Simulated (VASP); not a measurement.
Wanted: the native input for a VASP 6.6.1 run.

```
Task                   : single point
Functional             : PBE
Potentials or basis    : VASP PAW PBE potentials, release 64 (Ba_sv, Ti_sv, O)
Cutoff                 : 520 eV
k mesh                 : 8 × 8 × 6
Occupations            : gaussian, width 0.02 eV
Spin                   : no spin polarisation
Dipole correction      : no
Further INCAR settings : ALGO = Normal; EDIFF = 1e-06; NBANDS = 28
```

The structure of BaTiO3 lies in POSCAR:

```
BaTiO3
1.0
    3.9854497974      0.0000000000      0.0000000000
    0.0000000000      3.9854497974      0.0000000000
    0.0000000000      0.0000000000      4.0744681653
Ba Ti O
1 1 3
Direct
    0.5000000000      0.5000000000      0.5835366231
    0.0000000000      0.0000000000      0.0998646625
    0.0000000000      0.5000000000      0.0630312755
    0.5000000000      0.0000000000      0.0630312755
    0.0000000000      0.0000000000      0.5505331535
```

These files were run (other wordings do the same):

INCAR

```
SYSTEM = BaTiO3
PREC = Accurate
ENCUT = 520
EDIFF = 1E-6
ISMEAR = 0
SIGMA = 0.02
LREAL = .False.
LASPH = .True.
NELM = 100
ALGO = Normal
ISIF = 2
LWAVE = .False.
LCHARG = .True.
GGA = PE
LELF = .True.
LVHAR = .True.
NBANDS = 28
```

KPOINTS

```
Automatic mesh
0
Gamma
  8 8 6
  0 0 0
```

Potentials or basis: VASP PAW PBE potentials, release 64 (Ba_sv, Ti_sv, O).

Command:

```bash
$ cat potpaw_PBE.64/Ba_sv/POTCAR potpaw_PBE.64/Ti_sv/POTCAR potpaw_PBE.64/O/POTCAR > POTCAR
$ mpirun -np 1 vasp_std > vasp.out
```

It gave:

| Property | Result |
| --- | --- |
| Pressure | 4.6 GPa |
| Largest force | 0.065 eV/Å |
| Band gap on the k mesh | 1.80 eV, indirect (least direct gap 2.23 eV) |

Caveat: spin-orbit coupling is left out, which moves the levels of the heavy elements.

It took 55 s on 1 thread of Intel(R) Xeon(R) 6975P-C (Granite Rapids), with other jobs on the host, peak memory 0.24 GiB.
